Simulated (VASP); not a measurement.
# Cr (Pm-3m) in VASP: a series of runs

The runs below take Cr through single point, with PBE.

Program: VASP 6.6.1. These are calculated values, not measurements. Logs are shortened: lines on timing, memory, paths and dates and some standing lists are left out, and cuts for length are marked.

### 1 The cell of the first run

It takes space group Pm-3m (No. 221, cubic). Conventional cell: a = 2.337 Å, b = 2.337 Å, c = 2.337 Å, α = 90.00°, β = 90.00°, γ = 90.00°. Within 3.1 Å of Cr (site symmetry m-3m) lie 6 Cr at 2.34 Å.

### 2 Single point, PBE, collinear spin, ferromagnetic start

INCAR

```
SYSTEM = Cr
PREC     = Accurate       ! precision mode
ENCUT    = 520            ! plane-wave cutoff, eV
EDIFF    = 1E-7           ! SCF threshold, eV
ISMEAR   = -1             ! smearing method
SIGMA    = 0.05           ! smearing width, eV
LREAL    = .False.        ! projectors in reciprocal space
LASPH    = .True.         ! aspherical terms in the spheres
NELM     = 150            ! most SCF steps
ALGO     = Normal         ! electronic algorithm
ISIF     = 2              ! what is computed and relaxed
LWAVE    = .False.        ! write WAVECAR
LCHARG   = .False.        ! write CHGCAR
ISPIN    = 2              ! spin polarisation
MAGMOM   = 1.5            ! initial moments
LORBIT   = 11             ! projections on sites
LMAXMIX  = 4              ! l up to which the mixer works
GGA      = PE             ! functional
NBANDS   = 16             ! bands
```

KPOINTS

```
Automatic mesh
0
Gamma
  13 13 13
  0 0 0
```

POSCAR

```
Cr
1.0
    2.3371720853      0.0000000000      0.0000000000
    0.0000000000      2.3371720853      0.0000000000
    0.0000000000      0.0000000000      2.3371720853
Cr
1
Direct
    0.0000000000      0.0000000000      0.0000000000
```

Potentials or basis: VASP PAW PBE potentials, release 64 (Cr_pv).

On the command line:

```sh
$ cat potpaw_PBE.64/Cr_pv/POTCAR > POTCAR
$ mpirun -np 1 vasp_std > vasp.out
```

OUTCAR:

```text
SYSTEM = Cr
   PREC = Accurate
   ENCUT = 520
   EDIFF = 1E-7
   ISMEAR = -1
   LREAL = .False.
   LASPH = .True.
   NELM = 150
   ISIF = 2
   ISPIN = 2
   LORBIT = 11
   GGA = PE

 ion  position               nearest neighbor table
   1  0.000  0.000  0.000-

  LATTYP: Found a simple cubic cell.
 ALAT       =     2.3371720853

  Lattice vectors:

 A1 = (   2.3371720853,   0.0000000000,   0.0000000000)
 A2 = (   0.0000000000,   2.3371720853,   0.0000000000)
 A3 = (   0.0000000000,   0.0000000000,   2.3371720853)

Analysis of symmetry for initial positions (statically):
=====================================================================
 Subroutine PRICEL returns:
 Original cell was already a primitive cell.

 Routine SETGRP: Setting up the symmetry group for a
 simple cubic supercell.

 Subroutine GETGRP returns: Found 48 space group operations
 (whereof 48 operations were pure point group operations)
 out of a pool of 48 trial point group operations.

The static configuration has the point symmetry O_h .

Analysis of symmetry for dynamics (positions and initial velocities):
=====================================================================
 Subroutine PRICEL returns:
 Original cell was already a primitive cell.

 Routine SETGRP: Setting up the symmetry group for a
 simple cubic supercell.

 Subroutine GETGRP returns: Found 48 space group operations
 (whereof 48 operations were pure point group operations)
 out of a pool of 48 trial point group operations.

The dynamic configuration has the point symmetry O_h .

Analysis of structural, dynamic, and magnetic symmetry:
=====================================================================
 Subroutine PRICEL returns:
 Original cell was already a primitive cell.

 Routine SETGRP: Setting up the symmetry group for a
 simple cubic supercell.

 Subroutine GETGRP returns: Found 48 space group operations
 (whereof 48 operations were pure point group operations)
 out of a pool of 48 trial point group operations.

The overall configuration has the point symmetry O_h .

 Subroutine INISYM returns: Found 48 space group operations
 (whereof 48 operations are pure point group operations),
 and found     1 'primitive' translations

----------------------------------------------------------------------------------------

                                     Primitive cell

  volume of cell :      12.7665

  direct lattice vectors                    reciprocal lattice vectors
     2.337172085  0.000000000  0.000000000     0.427867510  0.000000000  0.000000000
     0.000000000  2.337172085  0.000000000     0.000000000  0.427867510  0.000000000
     0.000000000  0.000000000  2.337172085     0.000000000  0.000000000  0.427867510

  length of vectors
     2.337172085  2.337172085  2.337172085     0.427867510  0.427867510  0.427867510

  position of ions in fractional coordinates (direct lattice)
     0.000000000  0.000000000  0.000000000

  ion indices of the primitive-cell ions
   primitive index   ion index
                 1           1

----------------------------------------------------------------------------------------

 KPOINTS: Automatic mesh

Automatic generation of k-mesh.
 Grid dimensions read from file:
 generate k-points for:   13   13   13

 Generating k-lattice:

  Cartesian coordinates                     Fractional coordinates (reciprocal lattice)
     0.032912885  0.000000000  0.000000000     0.076923077  0.000000000  0.000000000
     0.000000000  0.032912885  0.000000000     0.000000000  0.076923077  0.000000000
     0.000000000  0.000000000  0.032912885     0.000000000  0.000000000  0.076923077

  Length of vectors
     0.032912885  0.032912885  0.032912885

  Shift w.r.t. Gamma in fractional coordinates (k-lattice)
     0.000000000  0.000000000  0.000000000

 Subroutine IBZKPT returns following result:
 ===========================================

 Found     84 irreducible k-points:

 Following reciprocal coordinates:
            Coordinates               Weight
  0.000000  0.000000  0.000000      1.000000
  0.076923  0.000000  0.000000      6.000000
  0.153846  0.000000  0.000000      6.000000
  0.230769  0.000000  0.000000      6.000000
  0.307692  0.000000  0.000000      6.000000
  0.384615  0.000000  0.000000      6.000000
[... 16 lines left out ...]
  0.307692  0.307692  0.000000     12.000000
  0.384615  0.307692  0.000000     24.000000
 [... further k-points ...]
   k-points           NKPTS =     84   k-points in BZ     NKDIM =     84   number of bands    NBANDS=     16
   number of dos      NEDOS =    301   number of ions     NIONS =      1
   total plane-waves  NPLWV =   5832
   dimension x,y,z NGX =    18 NGY =   18 NGZ =   18
   dimension x,y,z NGXF=    36 NGYF=   36 NGZF=   36
   ions per type =               1
   NGX,Y,Z   is equivalent  to a cutoff of  12.80, 12.80, 12.80 a.u.
   NGXF,Y,Z  is equivalent  to a cutoff of  25.61, 25.61, 25.61 a.u.
 SYSTEM =  Cr
   PREC   = accura    normal or accurate (medium, high low for compatibility)
   ISTART =      0    job   : 0-new  1-cont  2-samecut
   ICHARG =      2    charge: 1-file 2-atom 10-const
   ISPIN  =      2    spin polarized calculation?
   LNONCOLLINEAR =      F non collinear calculations
   LSORBIT =      F    spin-orbit coupling
   LASPH  =      T    aspherical Exc in radial PAW
   ENCUT  =  520.0 eV  38.22 Ry    6.18 a.u.   4.35  4.35  4.35*2*pi/ulx,y,z
   NELM   =    150;   NELMIN=  2; NELMDL= -5     # of ELM steps
   EDIFF  = 0.1E-06   stopping-criterion for ELM
   LREAL  =      F    real-space projection
   EDIFFG = 0.1E-05   stopping-criterion for IOM
   NSW    =      0    number of steps for IOM
   IBRION =     -1    ionic relax: 0-MD 1-quasi-New 2-CG
   NFREE  =      0    steps in history (QN), initial steepest desc. (CG)
   ISIF   =      2    stress and relaxation
   ISYM   =      2    0-nonsym 1-usesym 2-fastsym
   POTIM  = 0.5000    time-step for ionic-motion
   TEBEG  =    0.0;   TEEND  =   0.0 temperature during run
   PSTRESS=    0.0 pullay stress
   NELECT =      12.0000    total number of electrons
   NUPDOWN=      -1.0000    fix difference up-down
   EMIN   =  10.00;   EMAX   =-10.00  energy-range for DOS
   EFERMI =   0.00;   METHOD = LEGACY
   ISMEAR =    -1;   SIGMA  =   0.05  broadening in eV -4-tet -1-fermi 0-gaus
   EFERMI_NEDOS =   21; number of points for ismear=-14 and -15
   IALGO  =     38    algorithm
   IMIX   =      4    mixing-type and parameters
     AMIX     =   0.40;   BMIX     =  1.00
     AMIX_MAG =   1.60;   BMIX_MAG =  1.00
  volume/ion in A,a.u.               =      12.77        86.15
  Fermi-wavevector in a.u.,A,eV,Ry     =   1.603656  3.030470 34.990275  2.571713
  Thomas-Fermi vector in A             =   2.700284
   LORBIT       =     11    0 simple, 1 ext, 2 COOP (PROOUT), +10 PAW based schemes
   GGA     = PE    functional components
   LHFCALC =     F    Hartree Fock is set to
   AEXX    =    0.0000 exact exchange contribution
   IVDW    =     0    specifies the selected vdW correction
   LEPSILON=     F    determine dielectric tensor
   LRPA    =     F    only Hartree local field effects (RPA)
 spin polarized calculation
  energy-cutoff  :      520.00
  volume of cell :       12.77
 maximum number of plane-waves:       353
 NGX is ok and might be reduce to    18
   NGX =  9   NGY =  9   NGZ =  9

 number of electron      12.0000000 magnetization      -0.0071564

 number of electron      12.0000000 magnetization       0.0000080

 Free energy of the ion-electron system (eV)
  ---------------------------------------------------
  ext. energy  EPLUGINS =         0.00000000
  ---------------------------------------------------
  free energy    TOTEN  =        -8.51537514 eV

  energy without entropy =       -8.50665369  energy(sigma->0) =       -8.51101442

 E-fermi :   9.7259     XC(G=0): -12.9716

 val. band max:        9.6627997894   @ k =   0.3846   0.1538   0.1538
 cond. band min:       9.7486284690   @ k =   0.3846   0.3077   0.1538
 fundamental gap:      0.0858286796
 Fermi energy:         9.7259443110

 spin component 1

 k-point     1 :       0.0000    0.0000    0.0000
  band No.  band energies     occupation
      1     -32.8338      1.00000
      2     -32.8338      1.00000
      3     -32.8338      1.00000
      4       2.3363      1.00000
      5       6.5063      1.00000
      6       6.5063      1.00000
[... 8 lines left out ...]
     15      34.2125      0.00000
     16      38.1880      0.00000

 k-point     2 :       0.0769    0.0000    0.0000
  band No.  band energies     occupation
      1     -32.8958      1.00000
      2     -32.8286      1.00000
      3     -32.8286      1.00000
      4       2.5255      1.00000
      5       6.5471      1.00000
      6       6.6432      1.00000
[... 8 lines left out ...]
     15      35.1872      0.00000
     16      39.1461      0.00000

 k-point     3 :       0.1538    0.0000    0.0000
  band No.  band energies     occupation
      1     -33.0657      1.00000
      2     -32.8140      1.00000
      3     -32.8140      1.00000
      4       3.0657      1.00000
      5       6.6619      1.00000
      6       7.0345      1.00000
[... 8 lines left out ...]
     15      35.8676      0.00000
     16      42.1063      0.00000
[... 362 lines left out ...]
 k-point    23 :       0.3077    0.3077    0.0000
  band No.  band energies     occupation
      1     -33.4697      1.00000
      2     -33.4397      1.00000
      3     -32.7112      1.00000
      4       5.9917      1.00000
      5       7.4605      1.00000
      6       9.8567      0.06814
[... 8 lines left out ...]
     15      36.5123      0.00000
     16      41.2346      0.00000

 k-point    24 :       0.3846    0.3077    0.0000
  band No.  band energies     occupation
      1     -33.6469      1.00000
      2     -33.4275      1.00000
      3     -32.6937      1.00000
      4       6.0057      1.00000
      5       7.5456      1.00000
      6      10.3464      0.00000
[... 8 lines left out ...]
     15      37.7829      0.00000
     16      40.4699      0.00000

 [... further k-points ...]

 spin component 2

 k-point     1 :       0.0000    0.0000    0.0000
  band No.  band energies     occupation
      1     -32.8338      1.00000
      2     -32.8338      1.00000
      3     -32.8338      1.00000
      4       2.3363      1.00000
      5       6.5063      1.00000
      6       6.5063      1.00000
[... 8 lines left out ...]
     15      34.2125      0.00000
     16      38.1880      0.00000

 k-point     2 :       0.0769    0.0000    0.0000
  band No.  band energies     occupation
      1     -32.8958      1.00000
      2     -32.8286      1.00000
      3     -32.8286      1.00000
      4       2.5255      1.00000
      5       6.5471      1.00000
      6       6.6432      1.00000
[... 8 lines left out ...]
     15      35.1872      0.00000
     16      39.1461      0.00000

 k-point     3 :       0.1538    0.0000    0.0000
  band No.  band energies     occupation
      1     -33.0657      1.00000
      2     -32.8140      1.00000
      3     -32.8140      1.00000
      4       3.0657      1.00000
      5       6.6619      1.00000
      6       7.0345      1.00000
[... 8 lines left out ...]
     15      35.8676      0.00000
     16      42.1063      0.00000
[... 362 lines left out ...]
 k-point    23 :       0.3077    0.3077    0.0000
  band No.  band energies     occupation
      1     -33.4697      1.00000
      2     -33.4397      1.00000
      3     -32.7112      1.00000
      4       5.9917      1.00000
      5       7.4605      1.00000
      6       9.8567      0.06813
[... 8 lines left out ...]
     15      36.5122      0.00000
     16      41.2346      0.00000

 k-point    24 :       0.3846    0.3077    0.0000
  band No.  band energies     occupation
      1     -33.6469      1.00000
      2     -33.4275      1.00000
      3     -32.6937      1.00000
      4       6.0057      1.00000
      5       7.5456      1.00000
      6      10.3464      0.00000
[... 8 lines left out ...]
     15      37.7828      0.00000
     16      40.4699      0.00000

 [... further k-points ...]
[... 5 lines left out ...]
  --------------------------------------------------------------------------------------
  -------------------------------------------------------------------------------------
  Total       -0.0120662     -0.0120662     -0.0120662      0.0000000      0.0000000      0.0000000
  in kB       -1.5142927     -1.5142927     -1.5142927      0.0000000      0.0000000      0.0000000
  external PRESSURE =      -1.5142927 kB  Pullay stress =       0.0000000 kB

 VOLUME and BASIS-vectors are now :
 -----------------------------------------------------------------------------
  energy-cutoff  :      520.00
  volume of cell :       12.77
      direct lattice vectors                 reciprocal lattice vectors
     2.337172085  0.000000000  0.000000000     0.427867510  0.000000000  0.000000000
     0.000000000  2.337172085  0.000000000     0.000000000  0.427867510  0.000000000
     0.000000000  0.000000000  2.337172085     0.000000000  0.000000000  0.427867510

 POSITION                                       TOTAL-FORCE (eV/Angst)
 -----------------------------------------------------------------------------------
      0.00000      0.00000      0.00000         0.000000      0.000000      0.000000
 -----------------------------------------------------------------------------------
    total drift:                                0.000000      0.000000      0.000000

  FREE ENERGIE OF THE ION-ELECTRON SYSTEM (eV)
  ---------------------------------------------------
  free  energy   TOTEN  =        -8.5153751400 eV

  energy  without entropy=       -8.5066536914  energy(sigma->0) =       -8.51101442

 total charge

# of ion       s       p       d       tot
------------------------------------------
    1        0.442   6.297   4.347  11.086

 magnetization (x)

# of ion       s       p       d       tot
------------------------------------------
    1       -0.000  -0.000   0.000   0.000
```

Wall time 13 s (1 thread of Intel Xeon 6975P-C (Granite Rapids), shared host); peak memory 0.14 GiB.

Results:

```yaml
Free_energy: -8.5154 eV
Pressure: -0.2 GPa
Band_gap_on_the_k_mesh: zero (filled and empty bands overlap)
Net_moment: 0.00 μB per cell
Valence_electrons_inside_the_program's_atomic_spheres: Cr 11.09
```

Caveat: the starting moments collapsed, and a magnetic state may lie lower.

### 3 Single point, PBE, collinear spin, ferromagnetic start (volume scaled by 0.88)

INCAR

```
SYSTEM = Cr
ALGO = Normal
EDIFF = 1E-6
ENCUT = 520
GGA = PE
ISIF = 2
ISMEAR = -1
ISPIN = 2
LASPH = .TRUE.
LCHARG = .TRUE.
LELF = .TRUE.
LMAXMIX = 4
LORBIT = 11
LREAL = .FALSE.
LVHAR = .TRUE.
LWAVE = .FALSE.
MAGMOM = 1.5
NBANDS = 16
NELM = 150
PREC = Accurate
SIGMA = 0.05
```

KPOINTS

```
k-points
0
G
  15 15 15
  0 0 0
```

POSCAR

```
Cr
1.0
    2.2396745477      0.0000000000      0.0000000000
    0.0000000000      2.2396745477      0.0000000000
    0.0000000000      0.0000000000      2.2396745477
Cr
1
Direct
    0.0000000000      0.0000000000      0.0000000000
```

Potentials or basis: VASP PAW PBE potentials, release 64 (Cr_pv).

On the command line:

```sh
$ cat potpaw_PBE.64/Cr_pv/POTCAR > POTCAR
$ mpirun -np 1 vasp_std > vasp.out
```

It took 16 s on 1 thread of Intel Xeon 6975P-C (Granite Rapids), shared host; peak memory 0.14 GiB.

The run converged. Its results:

```yaml
Free_energy: -8.3506 eV
Pressure: 32.4 GPa
Band_gap_on_the_k_mesh: zero (filled and empty bands overlap)
Net_moment: 0.01 μB per cell
Valence_electrons_inside_the_program's_atomic_spheres: Cr 11.36
```

Levels at points of the mesh, in eV from the Fermi level:
Spin up:
| k point | band 3 | band 4 | band 5 | band 6 | band 7 | band 8 | band 9 | band 10 |
| --- | --- | --- | --- | --- | --- | --- | --- | --- |
| (0.00, 0.00, 0.00) | -42.33 | -7.81 | -3.75 | -3.75 | 2.94 | 2.94 | 2.94 | 7.66 |
Spin down:
| k point | band 3 | band 4 | band 5 | band 6 | band 7 | band 8 | band 9 | band 10 |
| --- | --- | --- | --- | --- | --- | --- | --- | --- |
| (0.00, 0.00, 0.00) | -42.33 | -7.81 | -3.75 | -3.75 | 2.94 | 2.94 | 2.94 | 7.67 |

Caveat: the starting moments collapsed, and a magnetic state may lie lower.

### 4 Single point, PBE, collinear spin, ferromagnetic start (volume scaled by 0.92)

INCAR

```
  PREC = Accurate
  ENCUT = 520
  EDIFF = 1E-6
  ISMEAR = -1
  SIGMA = 0.05
  LREAL = F
  LASPH = T
  NELM = 150
  ALGO = Normal
  ISIF = 2
  LWAVE = F
  LCHARG = T
  ISPIN = 2
  MAGMOM = 1.5
  LORBIT = 11
  LMAXMIX = 4
  GGA = PE
  LELF = T
  LVHAR = T
  NBANDS = 16
```

KPOINTS

```
Automatic mesh
0
Gamma
  15 15 15
```

POSCAR

```
Cr
1.0
    2.2731074551      0.0000000000      0.0000000000
    0.0000000000      2.2731074551      0.0000000000
    0.0000000000      0.0000000000      2.2731074551
Cr
1
Direct
    0.0000000000      0.0000000000      0.0000000000
```

On the command line:

```sh
$ cat potpaw_PBE.64/Cr_pv/POTCAR > POTCAR
$ mpirun -np 1 vasp_std > vasp.out
```

Wall time 20 s (1 thread of Intel Xeon 6975P-C (Granite Rapids), shared host); peak memory 0.15 GiB.

It converged, with:

```
Free energy                                           : -8.4331 eV
Pressure                                              : 19.6 GPa
Band gap on the k mesh                                : zero (filled and empty bands overlap)
Net moment                                            : 0.00 μB per cell
Valence electrons inside the program's atomic spheres : Cr 11.26
```

Levels at points of the mesh, in eV from the Fermi level:
Spin up:
| k point | band 3 | band 4 | band 5 | band 6 | band 7 | band 8 | band 9 | band 10 |
| --- | --- | --- | --- | --- | --- | --- | --- | --- |
| (0.00, 0.00, 0.00) | -42.39 | -7.65 | -3.53 | -3.53 | 2.78 | 2.78 | 2.78 | 7.63 |
Spin down:
```tsv
k point	band 4	band 5	band 6	band 7	band 8	band 9
(0.00, 0.00, 0.00)	-7.65	-3.53	-3.53	2.78	2.78	2.78
```

Caveat: the starting moments collapsed, and a magnetic state may lie lower.
